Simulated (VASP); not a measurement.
# Ti3H in VASP: further runs

Runs on Ti3H. Level: PBE. Tasks: single point.

Program: VASP 6.6.1. These are calculated values, not measurements. Logs are shortened: lines on timing, memory, paths and dates and some standing lists are left out, and cuts for length are marked.

**1. The cell of the first run**

The cell holds a slab with vacuum, 8 atoms: a = 4.604 Å, b = 4.604 Å, c = 22.497 Å, α = 90.00°, β = 90.00°, γ = 120.00°.

**2. Single point, PBE**

The input, INCAR:

```
SYSTEM = Ti3H
PREC = Accurate ; ENCUT = 520
EDIFF = 1E-6 ; ISMEAR = 0
SIGMA = 0.1 ; LREAL = .False.
LASPH = .True. ; NELM = 60
ALGO = Normal ; ISIF = 2
LWAVE = .False. ; LCHARG = .False.
LDIPOL = .True. ; IDIPOL = 3
DIPOL = 0.5 0.5 0.322 ; GGA = PE
NBANDS = 47
```

The input, KPOINTS:

```
regular mesh
0
Gamma
  6 6 1
  0 0 0
```

The input, POSCAR:

```
Ti3H
1.0
    4.6037402164      0.0000000000      0.0000000000
   -2.3018701082      3.9869559799      0.0000000000
    0.0000000000      0.0000000000     22.4968206792
Ti H
6 2
Direct
    0.6666666667      0.3333333333      0.1778029019
    0.3333333333      0.6666666667      0.2195747837
    0.0000000000      0.0000000000      0.2613466656
    0.6666666667      0.3333333333      0.2980472718
    0.3333333333      0.6666666667      0.3304570052
    0.0000000000      0.0000000000      0.3776898434
    0.2991850199      1.0000000000      0.4545895985
    0.7008149801      1.0000000000      0.4545895985
```

Potentials or basis: VASP PAW PBE potentials, release 64 (Ti_sv, H).

Launch:

```
$ cat potpaw_PBE.64/Ti_sv/POTCAR potpaw_PBE.64/H/POTCAR > POTCAR
$ mpirun -np 1 vasp_std > vasp.out
```

OUTCAR:

```text
SYSTEM = Ti3H
   PREC = Accurate
   ENCUT = 520
   EDIFF = 1E-6
   ISMEAR = 0
   LREAL = .False.
   LASPH = .True.
   NELM = 60
   ISIF = 2
   GGA = PE

 ion  position               nearest neighbor table
   1  0.667  0.333  0.178-   4 2.71   2 2.82   2 2.82   2 2.82
   2  0.333  0.667  0.220-   5 2.49   1 2.82   1 2.82   3 2.82   1 2.82   3 2.82   3 2.82
   3  0.000  0.000  0.261-   6 2.62   4 2.78   4 2.78   4 2.78   2 2.82   2 2.82   2 2.82
   4  0.667  0.333  0.298-   1 2.71   5 2.76   5 2.76   5 2.76   3 2.78   3 2.78   3 2.78
   5  0.333  0.667  0.330-   2 2.49   4 2.76   4 2.76   4 2.76   6 2.86   6 2.86   6 2.86
   6  0.000  0.000  0.378-   3 2.62   5 2.86   5 2.86   5 2.86
   7  0.299  0.000  0.455-
   8  0.701  0.000  0.455-

  LATTYP: Found a hexagonal cell.
 ALAT       =     4.6037402164
 C/A-ratio  =     4.8866399105

  Lattice vectors:

 A1 = (   4.6037402164,   0.0000000000,   0.0000000000)
 A2 = (  -2.3018701082,   3.9869559799,   0.0000000000)
 A3 = (   0.0000000000,   0.0000000000,  22.4968206792)

Analysis of symmetry for initial positions (statically):
=====================================================================
 Subroutine PRICEL returns:
 Original cell was already a primitive cell.

 Routine SETGRP: Setting up the symmetry group for a
 hexagonal supercell.

 Subroutine GETGRP returns: Found  2 space group operations
 (whereof  2 operations were pure point group operations)
 out of a pool of 24 trial point group operations.

The static configuration has the point symmetry C_1h.

Analysis of symmetry for dynamics (positions and initial velocities):
=====================================================================
 Subroutine PRICEL returns:
 Original cell was already a primitive cell.

 Routine SETGRP: Setting up the symmetry group for a
 hexagonal supercell.

 Subroutine GETGRP returns: Found  2 space group operations
 (whereof  2 operations were pure point group operations)
 out of a pool of 24 trial point group operations.

The dynamic configuration has the point symmetry C_1h.

 Subroutine INISYM returns: Found  2 space group operations
 (whereof  2 operations are pure point group operations),
 and found     1 'primitive' translations

----------------------------------------------------------------------------------------
[... 103 lines left out ...]
   PSTRESS=    0.0 pullay stress
   NELECT =      74.0000    total number of electrons
   NUPDOWN=      -1.0000    fix difference up-down
   EMIN   =  10.00;   EMAX   =-10.00  energy-range for DOS
   EFERMI =   0.00;   METHOD = LEGACY
   ISMEAR =     0;   SIGMA  =   0.10  broadening in eV -4-tet -1-fermi 0-gaus
   EFERMI_NEDOS =   21; number of points for ismear=-14 and -15
   IALGO  =     38    algorithm
   IMIX   =      4    mixing-type and parameters
     AMIX     =   0.40;   BMIX     =  1.00
     AMIX_MAG =   1.60;   BMIX_MAG =  1.00
  volume/ion in A,a.u.               =      51.62       348.32
  Fermi-wavevector in a.u.,A,eV,Ry     =   0.922984  1.744187 11.590801  0.851900
  Thomas-Fermi vector in A             =   2.048571
   LORBIT       =      0    0 simple, 1 ext, 2 COOP (PROOUT), +10 PAW based schemes
   GGA     = PE    functional components
   LHFCALC =     F    Hartree Fock is set to
   AEXX    =    0.0000 exact exchange contribution
   IVDW    =     0    specifies the selected vdW correction
   LEPSILON=     F    determine dielectric tensor
   LRPA    =     F    only Hartree local field effects (RPA)
 non-spin polarized calculation
 Gauss-broadening in eV      SIGMA  =   0.10
  energy-cutoff  :      520.00
  volume of cell :      412.93
 maximum number of plane-waves:     11163
 NGX is ok and might be reduce to    36
   NGX = 17   NGY = 17   NGZ = 83

 dipolmoment           0.000000      0.000000     -0.062384 electrons x Angstroem

 number of electron      73.9999980 magnetization

 dipolmoment           0.000000      0.000000      0.270605 electrons x Angstroem

 Free energy of the ion-electron system (eV)
  ---------------------------------------------------
  ext. energy  EPLUGINS =         0.00000000
  ---------------------------------------------------
  free energy    TOTEN  =       -46.53525001 eV

  energy without entropy =      -46.45464992  energy(sigma->0) =      -46.49494997

 E-fermi :  -1.3818     XC(G=0):  -4.0976

 val. band max:       -1.3864977774   @ k =   0.1667   0.1667   0.0000
 cond. band min:      -1.3739082787   @ k =   0.0000   0.1667   0.0000
 fundamental gap:      0.0125894987
 Fermi energy:        -1.3818419744

 k-point     1 :       0.0000    0.0000    0.0000
  band No.  band energies     occupation
      1     -58.4653      2.00000
      2     -58.3526      2.00000
      3     -57.8974      2.00000
      4     -57.7899      2.00000
      5     -57.7373      2.00000
      6     -57.6457      2.00000
[... 639 lines left out ...]
     46       0.0055      0.00000
     47       0.1735      0.00000

------------------------ aborting loop because EDIFF is reached ----------------------------------------

 vacuum level on the upper side and lower side of the slab       (xc-potential included)         1.132        -1.465

  FORCE on cell =-STRESS in cart. coord.  units (eV):
  Direction    XX          YY          ZZ          XY          YZ          ZX
  --------------------------------------------------------------------------------------
  -------------------------------------------------------------------------------------
  Total       -6.2317424     -2.8103048     -3.0530401      0.0000000     -0.8649747      0.0000000
  in kB      -24.1794647    -10.9041197    -11.8459443      0.0000000     -3.3561441      0.0000000
  external PRESSURE =     -15.6431763 kB  Pullay stress =       0.0000000 kB

 VOLUME and BASIS-vectors are now :
 -----------------------------------------------------------------------------
  energy-cutoff  :      520.00
  volume of cell :      412.93
      direct lattice vectors                 reciprocal lattice vectors
     4.603740216  0.000000000  0.000000000     0.217214689  0.125408959  0.000000000
    -2.301870108  3.986955980  0.000000000     0.000000000  0.250817918  0.000000000
     0.000000000  0.000000000 22.496820679     0.000000000  0.000000000  0.044450725

 POSITION                                       TOTAL-FORCE (eV/Angst)
 -----------------------------------------------------------------------------------
      2.30187      1.32899      4.00000        -0.000000     -0.067339      0.055337
     -0.00000      2.65797      4.93973         0.000000      0.030680      0.441100
      0.00000      0.00000      5.87947         0.000000     -0.007985     -0.659329
      2.30187      1.32899      6.70512         0.000000      0.131699     -0.484484
     -0.00000      2.65797      7.43423         0.000000      0.098525      0.628861
      0.00000      0.00000      8.49682        -0.000000      0.241545      1.825161
      1.37737      0.00000     10.22682        -0.120548     -0.213563     -0.903323
      3.22637      0.00000     10.22682         0.120548     -0.213563     -0.903323
 -----------------------------------------------------------------------------------
    total drift:                               -0.000000     -0.000006      0.000095

  FREE ENERGIE OF THE ION-ELECTRON SYSTEM (eV)
  ---------------------------------------------------
  free  energy   TOTEN  =       -46.5352500130 eV

  energy  without entropy=      -46.4546499238  energy(sigma->0) =      -46.49494997

 vacuum level on the upper side and lower side of the slab         4.575         1.912
```

OSZICAR:

```text
N       E                     dE             d eps       ncg     rms          rms(c)
DAV:   1     0.817899268504E+03    0.81790E+03   -0.39645E+04  1582   0.146E+03
DAV:   2     0.627850544393E+02   -0.75511E+03   -0.73926E+03  1300   0.468E+02
DAV:   3    -0.362158530978E+02   -0.99001E+02   -0.96975E+02  2021   0.147E+02
DAV:   4    -0.553819526861E+02   -0.19166E+02   -0.18962E+02  1916   0.536E+01
[... 24 lines left out ...]
DAV:  29    -0.465352394142E+02   -0.71466E-05   -0.83719E-07   975   0.405E-03    0.124E-03
DAV:  30    -0.465352434734E+02   -0.40593E-05   -0.26086E-07   870   0.285E-03    0.794E-04
DAV:  31    -0.465352479407E+02   -0.44673E-05   -0.27679E-07   895   0.226E-03    0.339E-04
DAV:  32    -0.465352495356E+02   -0.15949E-05   -0.12780E-07   870   0.174E-03    0.243E-04
DAV:  33    -0.465352500130E+02   -0.47740E-06   -0.60829E-08   828   0.104E-03
   1 F= -.46535250E+02 E0= -.46494950E+02  d E =-.806001E-01
```

It took 6.9 min on 1 thread of Intel Xeon 6975P-C (Granite Rapids), shared host; peak memory 0.55 GiB.

Results:

```yaml
Free_energy: -46.5353 eV
Largest_force: 1.841 eV/Å
Band_gap_on_the_k_mesh: zero (band 37 reaches -1.25 eV, above the bottom of band 38 at -1.48 eV)
```

Forces on the atoms (eV/Å):
```
Ti   0.000 -0.067  0.055
Ti   0.000  0.031  0.441
Ti   0.000 -0.008 -0.659
Ti   0.000  0.132 -0.484
Ti   0.000  0.099  0.629
Ti   0.000  0.242  1.825
H   -0.121 -0.214 -0.903
H    0.121 -0.214 -0.903
```

Levels at points of the mesh, in eV from the Fermi level:
```tsv
k point	band 35	band 36	band 37	band 38	band 39	band 40
(0.00, 0.00, 0.00)	-0.45	-0.18	-0.14	-0.10	0.02	0.09
(0.50, 0.00, 0.00)	-0.39	-0.21	-0.17	-0.04	0.05	0.40
(0.00, 0.50, 0.00)	-0.25	-0.22	-0.10	0.02	0.29	0.31
```

**3. Single point, PBE**

The input, INCAR:

```
SYSTEM = Ti3H
PREC = Accurate
ENCUT = 520
EDIFF = 1E-6
ISMEAR = 0
SIGMA = 0.1
LREAL = .FALSE.
LASPH = .TRUE.
NELM = 80
ALGO = Normal
ISIF = 2
LWAVE = .FALSE.
LCHARG = .FALSE.
LDIPOL = .TRUE.
IDIPOL = 3
DIPOL = 0.5 0.5 0.318
GGA = PE
NBANDS = 47
```

The input, KPOINTS:

```
Automatic mesh
0
G
  6 6 1
  0 0 0
```

Changes to POSCAR since step 2:

```diff
@@ -14,3 +14,3 @@
     0.0000000000      0.0000000000      0.3776898434
-    0.2991850199      1.0000000000      0.4545895985
-    0.7008149801      1.0000000000      0.4545895985
+    0.2572625849      1.0000000000      0.4403653663
+    0.7427374151      1.0000000000      0.4403653663
```

Potentials or basis: VASP PAW PBE potentials, release 64 (Ti_sv, H).

Launch:

```
$ cat potpaw_PBE.64/Ti_sv/POTCAR potpaw_PBE.64/H/POTCAR > POTCAR
$ mpirun -np 1 vasp_std > vasp.out
```

It took 7.7 min on 1 thread of Intel Xeon 6975P-C (Granite Rapids), shared host; peak memory 0.55 GiB.

It converged, with:

* Free energy: -47.2660 eV
* Largest force: 1.758 eV/Å
* Band gap on the k mesh: zero (band 37 reaches -1.36 eV, above the bottom of band 38 at -1.62 eV)

Forces on the atoms (eV/Å):
```
Ti   0.000 -0.059  0.072
Ti   0.000  0.073  0.475
Ti   0.000 -0.036 -0.981
Ti   0.000  0.173 -0.739
Ti   0.000  0.099  0.989
Ti   0.000  0.291  1.734
H   -0.100 -0.271 -0.775
H    0.100 -0.271 -0.775
```

Levels at points of the mesh, in eV from the Fermi level:
```tsv
k point	band 33	band 34	band 35	band 36	band 37	band 38	band 39	band 40	band 41	band 42
(0.00, 0.00, 0.00)	-0.50	-0.50	-0.36	-0.19	-0.17	-0.11	-0.07	0.13	0.24	0.57
(0.50, 0.00, 0.00)	-0.62	-0.58	-0.39	-0.21	-0.15	-0.04	0.06	0.42	0.51	0.92
(0.00, 0.50, 0.00)	-0.41	-0.40	-0.22	-0.15	-0.07	-0.02	0.07	0.36	0.45	0.83
```
